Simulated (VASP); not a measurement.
# TiO2 in VASP: a series of runs

The runs below take TiO2 through single point, with PBE+U.

Everything below comes from runs of VASP 6.6.1. Logs are shortened: lines on timing, memory, paths and dates and some standing lists are left out, and cuts for length are marked.

## 1. The cell of the first run

The typed cell holds 6 atoms: a = 3.897 Å, b = 3.897 Å, c = 5.702 Å, α = 109.98°, β = 109.98°, γ = 90.00°.

## 2. Single point, PBE+U (atoms shifted along a free coordinate)

Input file INCAR:

```
SYSTEM = TiO2
  ALGO = Normal
  EDIFF = 1E-7
  ENCUT = 520
  GGA = PE
  ISIF = 2
  ISMEAR = 0
  LASPH = .True.
  LCHARG = .True.
  LDAU = .True.
  LDAUJ = 0 0
  LDAUL = 2 -1
  LDAUPRINT = 1
  LDAUTYPE = 2
  LDAUU = 4 0
  LELF = .True.
  LMAXMIX = 4
  LREAL = .False.
  LVHAR = .True.
  LWAVE = .False.
  NBANDS = 33
  NELM = 150
  PREC = Accurate
  SIGMA = 0.05
```

Input file KPOINTS:

```
k-points
0
Gamma
  6 6 6
  0 0 0
```

Input file POSCAR:

```
TiO2
1.0
    2.7556872760     -2.7557638530     -0.0205630457
    2.7556872760      2.7557638530     -0.0205630457
   -2.7183033669      0.0000000000      5.0124994207
Ti O
2 4
Direct
    0.1250069486      0.8749930514      0.2500000000
    0.8749930514      0.1250069486      0.7500000000
    0.3455605588      0.0955838341      0.6911308395
    0.6544394412      0.9044161659      0.3088691605
    0.9044161659      0.6544394412      0.8088691605
    0.0955838341      0.3455605588      0.1911308395
```

Potentials or basis: VASP PAW PBE potentials, release 64 (Ti_sv, O).

On the command line:

```sh
> cat potpaw_PBE.64/Ti_sv/POTCAR potpaw_PBE.64/O/POTCAR > POTCAR
> mpirun -np 1 vasp_std > vasp.out
```

OUTCAR:

```text
SYSTEM = TiO2
   EDIFF = 1E-7
   ENCUT = 520
   GGA = PE
   ISIF = 2
   ISMEAR = 0
   LASPH = .True.
   LREAL = .False.
   NELM = 150
   PREC = Accurate

 ion  position               nearest neighbor table
   1  0.125  0.875  0.250-   4 1.97   6 1.97   6 1.97   4 1.97   3 2.20   5 2.20
   2  0.875  0.125  0.750-   5 1.97   3 1.97   5 1.97   3 1.97   6 2.20   4 2.20
   3  0.346  0.096  0.691-   2 1.97   2 1.97   1 2.20
   4  0.654  0.904  0.309-   1 1.97   1 1.97   2 2.20
   5  0.904  0.654  0.809-   2 1.97   2 1.97   1 2.20
   6  0.096  0.346  0.191-   1 1.97   1 1.97   2 2.20

  LATTYP: Found a base centered monoclinic cell.
 ALAT       =     5.5115279921
 B/A-ratio  =     0.9999999481
 C/A-ratio  =     1.0345830161
 COS(beta)  =    -0.4832630161

  Lattice vectors:

 A1 = (   2.7556872760,  -2.7557638530,  -0.0205630457)
 A2 = (   2.7556872760,   2.7557638530,  -0.0205630457)
 A3 = (  -2.7183033669,   0.0000000000,   5.0124994207)

Analysis of symmetry for initial positions (statically):
=====================================================================
 Subroutine PRICEL returns:
 Original cell was already a primitive cell.

 Routine SETGRP: Setting up the symmetry group for a
 base centered monoclinic supercell.

 Subroutine GETGRP returns: Found  4 space group operations
 (whereof  2 operations were pure point group operations)
 out of a pool of  4 trial point group operations.

The static configuration has the point symmetry S_2 .
 The point group associated with its full space group is C_2h.

Analysis of symmetry for dynamics (positions and initial velocities):
=====================================================================
 Subroutine PRICEL returns:
 Original cell was already a primitive cell.

 Routine SETGRP: Setting up the symmetry group for a
 base centered monoclinic supercell.

 Subroutine GETGRP returns: Found  4 space group operations
 (whereof  2 operations were pure point group operations)
[... 186 lines left out ...]

atom =   2  type =  1  l = 2

 onsite density matrix

spin component  1

  0.2512 -0.0012 -0.0000  0.0000  0.0000
 -0.0012  0.0896 -0.0000  0.0000  0.0000
 -0.0000 -0.0000  0.2049  0.0015  0.0000
  0.0000  0.0000  0.0015  0.0896 -0.0002
  0.0000  0.0000  0.0000 -0.0002  0.1206

spin component  2

  0.2512 -0.0012 -0.0000  0.0000  0.0000
 -0.0012  0.0896 -0.0000  0.0000  0.0000
 -0.0000 -0.0000  0.2049  0.0015  0.0000
  0.0000  0.0000  0.0015  0.0896 -0.0002
  0.0000  0.0000  0.0000 -0.0002  0.1206

 occupancies and eigenvectors

  o =  0.0896  v =  0.0075  1.0000  0.0000 -0.0000 -0.0000  0.0000  0.0000  0.0000  0.0000  0.0000      0.0000  0.0000  0.0000  0.0000  0.0000  0.0000  0.0000  0.0000  0.0000  0.0000
  o =  0.0896  v =  0.0000  0.0000  0.0000  0.0000  0.0000  0.0075  1.0000  0.0000 -0.0000 -0.0000      0.0000  0.0000  0.0000  0.0000  0.0000  0.0000  0.0000  0.0000  0.0000  0.0000
  o =  0.0896  v =  0.0000  0.0000 -0.0130  0.9999  0.0075  0.0000  0.0000  0.0000  0.0000  0.0000      0.0000  0.0000  0.0000  0.0000  0.0000  0.0000  0.0000  0.0000  0.0000  0.0000
  o =  0.0896  v =  0.0000  0.0000  0.0000  0.0000  0.0000  0.0000  0.0000 -0.0130  0.9999  0.0075      0.0000  0.0000  0.0000  0.0000  0.0000  0.0000  0.0000  0.0000  0.0000  0.0000
  o =  0.1206  v =  0.0000  0.0000  0.0000  0.0000  0.0000 -0.0000  0.0000  0.0000 -0.0075  1.0000      0.0000  0.0000  0.0000  0.0000  0.0000  0.0000  0.0000  0.0000  0.0000  0.0000
  o =  0.1206  v = -0.0000  0.0000  0.0000 -0.0075  1.0000  0.0000  0.0000  0.0000  0.0000  0.0000      0.0000  0.0000  0.0000  0.0000  0.0000  0.0000  0.0000  0.0000  0.0000  0.0000
  o =  0.2049  v =  0.0000  0.0000  0.0000  0.0000  0.0000 -0.0000  0.0000 -0.9999 -0.0130 -0.0000      0.0000  0.0000  0.0000  0.0000  0.0000  0.0000  0.0000  0.0000  0.0000  0.0000
  o =  0.2049  v = -0.0000  0.0000 -0.9999 -0.0130 -0.0000  0.0000  0.0000  0.0000  0.0000  0.0000      0.0000  0.0000  0.0000  0.0000  0.0000  0.0000  0.0000  0.0000  0.0000  0.0000
  o =  0.2513  v = -1.0000  0.0075  0.0000  0.0000 -0.0000  0.0000  0.0000  0.0000  0.0000  0.0000      0.0000  0.0000  0.0000  0.0000  0.0000  0.0000  0.0000  0.0000  0.0000  0.0000
  o =  0.2513  v =  0.0000  0.0000  0.0000  0.0000  0.0000 -1.0000  0.0075  0.0000  0.0000 -0.0000      0.0000  0.0000  0.0000  0.0000  0.0000  0.0000  0.0000  0.0000  0.0000  0.0000

 number of electron      47.9999999 magnetization

 Free energy of the ion-electron system (eV)
  ---------------------------------------------------
  ext. energy  EPLUGINS =         0.00000000
  ---------------------------------------------------
  free energy    TOTEN  =       -47.88429917 eV

  energy without entropy =      -47.88429917  energy(sigma->0) =      -47.88429917

 E-fermi :   3.3566     XC(G=0): -10.2785

 val. band max:        3.0610122776   @ k =   0.5000   0.5000  -0.0000
 cond. band min:       5.0315989399   @ k =   0.0000   0.0000   0.0000
 fundamental gap:      1.9705866623
 Fermi energy:         3.3565914002

 k-point     1 :       0.0000    0.0000    0.0000
  band No.  band energies     occupation
      1     -55.2535      2.00000
      2     -55.2238      2.00000
      3     -31.5497      2.00000
      4     -31.3545      2.00000
      5     -31.3451      2.00000
      6     -31.3451      2.00000
[... 853 lines left out ...]
     32       7.6182      0.00000
     33       8.1147      0.00000

 [... further k-points ...]
[... 5 lines left out ...]
  --------------------------------------------------------------------------------------
  -------------------------------------------------------------------------------------
  Total       -3.1632587     -3.1628577     -9.3945237      0.0000000      0.0000000     -0.0467246
  in kB      -66.8420947    -66.8336226   -198.5135297      0.0000000      0.0000000     -0.9873260
  external PRESSURE =    -110.7297490 kB  Pullay stress =       0.0000000 kB

 VOLUME and BASIS-vectors are now :
 -----------------------------------------------------------------------------
  energy-cutoff  :      520.00
  volume of cell :       75.82
      direct lattice vectors                 reciprocal lattice vectors
     2.755687276 -2.755763853 -0.020563046     0.182180168 -0.181437898  0.098797211
     2.755687276  2.755763853 -0.020563046     0.182180168  0.181437898  0.098797211
    -2.718303367  0.000000000  5.012499421     0.001494735  0.000000000  0.200311872

 POSITION                                       TOTAL-FORCE (eV/Angst)
 -----------------------------------------------------------------------------------
      2.07611      2.06678      1.23256        -0.000000      0.000163     -0.000000
      0.71696     -2.06678      3.73881        -0.000000     -0.000163     -0.000000
     -0.66305     -0.68888      3.45522        -0.011743     -0.000113     -1.492408
      3.45612      0.68888      1.51615         0.011743      0.000113      1.492408
      2.09697     -0.68888      4.02240         0.011743     -0.000113      1.492408
      0.69610      0.68888      0.94897        -0.011743      0.000113     -1.492408
 -----------------------------------------------------------------------------------
    total drift:                               -0.000000     -0.000000      0.000000

  FREE ENERGIE OF THE ION-ELECTRON SYSTEM (eV)
  ---------------------------------------------------
  free  energy   TOTEN  =       -47.8842991718 eV

  energy  without entropy=      -47.8842991718  energy(sigma->0) =      -47.88429917
```

OSZICAR:

```text
N       E                     dE             d eps       ncg     rms          rms(c)
DAV:   1     0.664700044813E+03    0.66470E+03   -0.24404E+04  4496   0.167E+03
DAV:   2     0.347537957376E+02   -0.62995E+03   -0.58823E+03  5045   0.506E+02
DAV:   3    -0.620821014828E+02   -0.96836E+02   -0.95517E+02  6270   0.187E+02
[... 10 lines left out ...]
DAV:  14    -0.478843068602E+02    0.34047E-03   -0.17636E-03  6100   0.289E-01    0.346E-02
DAV:  15    -0.478843010821E+02    0.57781E-05   -0.11118E-04  5451   0.971E-02    0.183E-02
DAV:  16    -0.478843016074E+02   -0.52533E-06   -0.34481E-06  6290   0.133E-02    0.175E-02
DAV:  17    -0.478842996252E+02    0.19822E-05   -0.44731E-06  5189   0.115E-02    0.746E-03
DAV:  18    -0.478842990910E+02    0.53414E-06   -0.24042E-06  5436   0.846E-03    0.213E-03
DAV:  19    -0.478842991718E+02   -0.80790E-07   -0.80263E-08  2639   0.223E-03
   1 F= -.47884299E+02 E0= -.47884299E+02  d E =-.347177E-18
```

It took 5.8 min on 1 thread of Intel Xeon 8259CL, shared host; peak memory 0.27 GiB.

Results:

```yaml
Free_energy: -47.8843 eV
Pressure: -11.1 GPa
Largest_force: 1.492 eV/Å
Band_gap_on_the_k_mesh: 1.97 eV (least direct gap 2.61 eV)
```

Forces in eV/Å, atoms in the order of the input:
```
Ti   0.000  0.000  0.000
Ti   0.000  0.000  0.000
O   -0.012  0.000 -1.492
O    0.012  0.000  1.492
O    0.012  0.000  1.492
O   -0.012  0.000 -1.492
```

Stress tensor (GPa, compression positive):
```
 -6.68   0.00  -0.10
  0.00  -6.68   0.00
 -0.10   0.00 -19.85
```

Eigenvalues of the final occupation matrices:
```csv
site,spin,trace,eigenvalues
site 1 d,1,0.76,0.09 0.09 0.12 0.20 0.25
site 1 d,2,0.76,0.09 0.09 0.12 0.20 0.25
site 2 d,1,0.76,0.09 0.09 0.12 0.20 0.25
site 2 d,2,0.76,0.09 0.09 0.12 0.20 0.25
```

Caveat: the cell differs from its parent crystal (atoms shifted along a free coordinate); the stress differs along the axes, from -20 to -7 GPa; forces of over 1 eV/Å act on the atoms, so gaps and moduli don't describe the material at rest. A k mesh can miss the band edges.

## 3. Single point, PBE+U (atoms shifted along a free coordinate)

Input file INCAR:

```
SYSTEM = TiO2
PREC = Accurate ; ENCUT = 520
EDIFF = 1E-6 ; ISMEAR = 0
SIGMA = 0.05 ; LREAL = .False.
LASPH = .True. ; NELM = 150
ALGO = Normal ; ISIF = 2
LWAVE = .False. ; LCHARG = .True.
LMAXMIX = 4 ; LDAU = .True.
LDAUTYPE = 2 ; LDAUL = 2 -1
LDAUU = 4 0 ; LDAUJ = 0 0
LDAUPRINT = 1 ; GGA = PE
LELF = .True. ; LVHAR = .True.
NBANDS = 33
```

Input file KPOINTS:

```
regular mesh
0
Gamma
  6 6 6
  0 0 0
```

Input file POSCAR:

```
TiO2
1.0
    2.7556872760     -2.7557638530     -0.0205630457
    2.7556872760      2.7557638530     -0.0205630457
   -2.7183033669      0.0000000000      5.0124994207
Ti O
2 4
Direct
    0.1250069486      0.8749930514      0.2500000000
    0.8749930514      0.1250069486      0.7500000000
    0.3271550908      0.0771783661      0.6543199035
    0.6728449092      0.9228216339      0.3456800965
    0.9228216339      0.6728449092      0.8456800965
    0.0771783661      0.3271550908      0.1543199035
```

Potentials or basis: VASP PAW PBE potentials, release 64 (Ti_sv, O).

On the command line:

```sh
> cat potpaw_PBE.64/Ti_sv/POTCAR potpaw_PBE.64/O/POTCAR > POTCAR
> mpirun -np 1 vasp_std > vasp.out
```

OUTCAR:

```text
SYSTEM = TiO2
   PREC = Accurate
   ENCUT = 520
   EDIFF = 1E-6
   ISMEAR = 0
   LREAL = .False.
   LASPH = .True.
   NELM = 150
   ISIF = 2
   GGA = PE

 ion  position               nearest neighbor table
   1  0.125  0.875  0.250-   4 2.01   6 2.01   4 2.01   6 2.01   3 2.02   5 2.02
   2  0.875  0.125  0.750-   3 2.01   5 2.01   5 2.01   3 2.01   6 2.02   4 2.02
   3  0.327  0.077  0.654-   2 2.01   2 2.01   1 2.02
   4  0.673  0.923  0.346-   1 2.01   1 2.01   2 2.02
   5  0.923  0.673  0.846-   2 2.01   2 2.01   1 2.02
   6  0.077  0.327  0.154-   1 2.01   1 2.01   2 2.02

  LATTYP: Found a base centered monoclinic cell.
 ALAT       =     5.5115279921
 B/A-ratio  =     0.9999999481
 C/A-ratio  =     1.0345830161
 COS(beta)  =    -0.4832630161

  Lattice vectors:

 A1 = (   2.7556872760,  -2.7557638530,  -0.0205630457)
 A2 = (   2.7556872760,   2.7557638530,  -0.0205630457)
 A3 = (  -2.7183033669,   0.0000000000,   5.0124994207)

Analysis of symmetry for initial positions (statically):
=====================================================================
 Subroutine PRICEL returns:
 Original cell was already a primitive cell.

 Routine SETGRP: Setting up the symmetry group for a
 base centered monoclinic supercell.

 Subroutine GETGRP returns: Found  4 space group operations
 (whereof  2 operations were pure point group operations)
 out of a pool of  4 trial point group operations.

The static configuration has the point symmetry S_2 .
 The point group associated with its full space group is C_2h.
[... 224 lines left out ...]
  o =  0.0975  v = -0.0000 -0.0000  0.0001 -0.0108  0.9999  0.0000  0.0000  0.0000  0.0000  0.0000      0.0000  0.0000  0.0000  0.0000  0.0000  0.0000  0.0000  0.0000  0.0000  0.0000
  o =  0.0975  v =  0.0000  0.0000  0.0000  0.0000  0.0000 -0.0000 -0.0000  0.0001 -0.0108  0.9999      0.0000  0.0000  0.0000  0.0000  0.0000  0.0000  0.0000  0.0000  0.0000  0.0000
  o =  0.2292  v = -1.0000  0.0075 -0.0000 -0.0000  0.0000  0.0000  0.0000  0.0000  0.0000  0.0000      0.0000  0.0000  0.0000  0.0000  0.0000  0.0000  0.0000  0.0000  0.0000  0.0000
  o =  0.2292  v =  0.0000  0.0000  0.0000  0.0000  0.0000 -1.0000  0.0075 -0.0000 -0.0000  0.0000      0.0000  0.0000  0.0000  0.0000  0.0000  0.0000  0.0000  0.0000  0.0000  0.0000
  o =  0.2422  v =  0.0000 -0.0000 -0.9999 -0.0130 -0.0000  0.0000  0.0000  0.0000  0.0000  0.0000      0.0000  0.0000  0.0000  0.0000  0.0000  0.0000  0.0000  0.0000  0.0000  0.0000
  o =  0.2422  v =  0.0000  0.0000  0.0000  0.0000  0.0000  0.0000 -0.0000 -0.9999 -0.0130 -0.0000      0.0000  0.0000  0.0000  0.0000  0.0000  0.0000  0.0000  0.0000  0.0000  0.0000

 number of electron      48.0000006 magnetization

 Free energy of the ion-electron system (eV)
  ---------------------------------------------------
  ext. energy  EPLUGINS =         0.00000000
  ---------------------------------------------------
  free energy    TOTEN  =       -48.44558222 eV

  energy without entropy =      -48.44558222  energy(sigma->0) =      -48.44558222

 E-fermi :   2.8382     XC(G=0): -10.1917

 val. band max:        2.6123728655   @ k =   0.0000   0.0000   0.5000
 cond. band min:       5.2256105561   @ k =   0.0000   0.0000   0.0000
 fundamental gap:      2.6132376906
 Fermi energy:         2.8382437676

 k-point     1 :       0.0000    0.0000    0.0000
  band No.  band energies     occupation
      1     -55.0689      2.00000
      2     -55.0355      2.00000
      3     -31.3498      2.00000
      4     -31.1986      2.00000
      5     -31.1986      2.00000
      6     -31.1556      2.00000
[... 853 lines left out ...]
     32       8.1624      0.00000
     33       8.2777      0.00000

 [... further k-points ...]

------------------------ aborting loop because EDIFF is reached ----------------------------------------

  FORCE on cell =-STRESS in cart. coord.  units (eV):
  Direction    XX          YY          ZZ          XY          YZ          ZX
  --------------------------------------------------------------------------------------
  -------------------------------------------------------------------------------------
  Total       -3.2546123     -3.2543731     -2.2897372      0.0000000      0.0000000      0.0077340
  in kB      -68.7724671    -68.7674134    -48.3839125      0.0000000      0.0000000      0.1634259
  external PRESSURE =     -61.9745977 kB  Pullay stress =       0.0000000 kB

 VOLUME and BASIS-vectors are now :
 -----------------------------------------------------------------------------
  energy-cutoff  :      520.00
  volume of cell :       75.82
      direct lattice vectors                 reciprocal lattice vectors
     2.755687276 -2.755763853 -0.020563046     0.182180168 -0.181437898  0.098797211
     2.755687276  2.755763853 -0.020563046     0.182180168  0.181437898  0.098797211
    -2.718303367  0.000000000  5.012499421     0.001494735  0.000000000  0.200311872

 POSITION                                       TOTAL-FORCE (eV/Angst)
 -----------------------------------------------------------------------------------
      2.07611      2.06678      1.23256         0.000000      0.000069      0.000000
      0.71696     -2.06678      3.73881         0.000000     -0.000069      0.000000
     -0.66442     -0.68888      3.27146         0.001480     -0.000053      0.241669
      3.45749      0.68888      1.69991        -0.001480      0.000053     -0.241669
      2.09834     -0.68888      4.20616        -0.001480     -0.000053     -0.241669
      0.69473      0.68888      0.76521         0.001480      0.000053      0.241669
 -----------------------------------------------------------------------------------
    total drift:                                0.000000     -0.000000      0.000000

  FREE ENERGIE OF THE ION-ELECTRON SYSTEM (eV)
  ---------------------------------------------------
  free  energy   TOTEN  =       -48.4455822217 eV

  energy  without entropy=      -48.4455822217  energy(sigma->0) =      -48.44558222
```

OSZICAR:

```text
N       E                     dE             d eps       ncg     rms          rms(c)
DAV:   1     0.668277463284E+03    0.66828E+03   -0.24421E+04  4496   0.167E+03
DAV:   2     0.313419294348E+02   -0.63694E+03   -0.59446E+03  5149   0.506E+02
DAV:   3    -0.624823122142E+02   -0.93824E+02   -0.92385E+02  6116   0.187E+02
DAV:   4    -0.682862663290E+02   -0.58040E+01   -0.57914E+01  7051   0.439E+01
DAV:   5    -0.685716900925E+02   -0.28542E+00   -0.28539E+00  5789   0.688E+00    0.298E+01
DAV:   6    -0.481646692725E+02    0.20407E+02   -0.89895E+01  6334   0.871E+01    0.983E+00
DAV:   7    -0.486100718413E+02   -0.44540E+00   -0.13968E+01  6087   0.258E+01    0.712E+00
DAV:   8    -0.484763936964E+02    0.13368E+00   -0.55354E-01  6109   0.593E+00    0.501E+00
DAV:   9    -0.484447034556E+02    0.31690E-01   -0.63150E-01  6056   0.742E+00    0.136E+00
DAV:  10    -0.484523821186E+02   -0.76787E-02   -0.13192E-01  7167   0.300E+00    0.706E-01
DAV:  11    -0.484476610884E+02    0.47210E-02   -0.42596E-02  5115   0.117E+00    0.421E-01
DAV:  12    -0.484462736490E+02    0.13874E-02   -0.11867E-02  6306   0.108E+00    0.210E-01
DAV:  13    -0.484456054680E+02    0.66818E-03   -0.28184E-03  6266   0.592E-01    0.590E-02
DAV:  14    -0.484455880794E+02    0.17389E-04   -0.23599E-04  5622   0.114E-01    0.207E-02
DAV:  15    -0.484455824075E+02    0.56719E-05   -0.14298E-05  6830   0.390E-02    0.722E-03
DAV:  16    -0.484455822217E+02    0.18574E-06   -0.30068E-06  5243   0.149E-02
   1 F= -.48445582E+02 E0= -.48445582E+02  d E =-.364839E-12
```

stdout:

```text
POSCAR found type information on POSCAR TiO
 POSCAR found :  2 types and       6 ions
 scaLAPACK will be used
 LDA part: xc-table for (Slater+PW92), standard interpolation
 POSCAR, INCAR and KPOINTS ok, starting setup
 FFT: planning ... GRIDC
 FFT: planning ... GRID_SOFT
 FFT: planning ... GRID
 WAVECAR not read
 entering main loop
```

Wall time 5.5 min (1 thread of Intel Xeon 8259CL, shared host); peak memory 0.27 GiB.

Results:

```yaml
Free_energy: -48.4456 eV
Pressure: -6.2 GPa
Largest_force: 0.242 eV/Å
Band_gap_on_the_k_mesh: 2.61 eV (least direct gap 2.80 eV)
```

Forces on the atoms (eV/Å):
```
Ti   0.000  0.000  0.000
Ti   0.000  0.000  0.000
O    0.001  0.000  0.242
O   -0.001  0.000 -0.242
O   -0.001  0.000 -0.242
O    0.001  0.000  0.242
```

Levels at points of the mesh, in eV from the valence-band top:
```
           k point  band 20  band 21  band 22  band 23  band 24  band 25  band 26  band 27  band 28  band 29
(0.00, 0.00, 0.00)    -0.73    -0.67    -0.67    -0.25    -0.25     2.61     3.21     4.27     4.27     4.28
(0.50, 0.00, 0.00)    -1.65    -1.52    -0.77    -0.65    -0.60     3.50     3.67     3.75     3.81     4.39
(0.50, 0.50, 0.00)    -2.25    -1.65    -1.65    -0.05    -0.05     3.48     3.48     3.87     3.87     4.86
(0.00, 0.00, 0.50)    -1.31    -1.07    -1.07     0.00     0.00     2.90     2.90     4.01     4.01     4.36
(0.50, 0.00, 0.50)    -1.65    -1.52    -0.77    -0.65    -0.60     3.50     3.67     3.75     3.81     4.39
(0.50, 0.50, 0.50)    -2.25    -1.65    -1.65    -0.05    -0.05     3.48     3.48     3.87     3.87     4.86
```

Eigenvalues of the final occupation matrices:
```tsv
site	spin	trace	eigenvalues
site 1 d	1	0.76	0.10 0.10 0.10 0.23 0.24
site 1 d	2	0.76	0.10 0.10 0.10 0.23 0.24
site 2 d	1	0.76	0.10 0.10 0.10 0.23 0.24
site 2 d	2	0.76	0.10 0.10 0.10 0.23 0.24
```

Caveat: the cell differs from its parent crystal (atoms shifted along a free coordinate); the cell stands under tension. A k mesh can miss the band edges.
